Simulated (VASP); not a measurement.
A run of VASP 6.6.1:

The input INCAR:

```
PREC     = Accurate       # precision mode
ENCUT    = 520            # plane-wave cutoff, eV
EDIFF    = 1E-6           # SCF threshold, eV
ISMEAR   = 0              # smearing method
SIGMA    = 0.01           # smearing width, eV
LREAL    = False          # projectors in reciprocal space
LASPH    = True           # aspherical terms in the spheres
NELM     = 100            # most SCF steps
ALGO     = Normal         # electronic algorithm
ISIF     = 2              # what is computed and relaxed
LWAVE    = False          # write WAVECAR
LCHARG   = False          # write CHGCAR
GGA      = PE             # functional
NBANDS   = 34             # bands
```

KPOINTS

```
Automatic mesh
0
Gamma
  8 8 8
```

POSCAR

```
In
1.0
    4.2902035396     -2.6399369179      0.0000000000
    4.2902035396      2.6399369179      0.0000000000
    0.0000000000      0.0000000000      5.2165821068
In
4
Direct
    0.9830276584      0.3260322384      0.2500000000
    0.3260322384      0.9830276584      0.7500000000
    0.0169723416      0.6739677616      0.7500000000
    0.6739677616      0.0169723416      0.2500000000
```

Potentials or basis: VASP PAW PBE potentials, release 64 (In_d).

Run with:

```console
$ cat potpaw_PBE.64/In_d/POTCAR > POTCAR
$ mpirun -np 1 vasp_std > vasp.out
```

Hardware: 1 thread of Intel(R) Xeon(R) Platinum 8259CL CPU @ 2.50GHz (Skylake/Cascade Lake) (shared host).

Task: Estimate the wall time of this run.

Result: Wall time 4.9 min on 1 thread of Intel(R) Xeon(R) Platinum 8259CL CPU @ 2.50GHz (Skylake/Cascade Lake) (shared host), peak memory 0.44 GiB. Counts: scf iterations 13, k points 105.
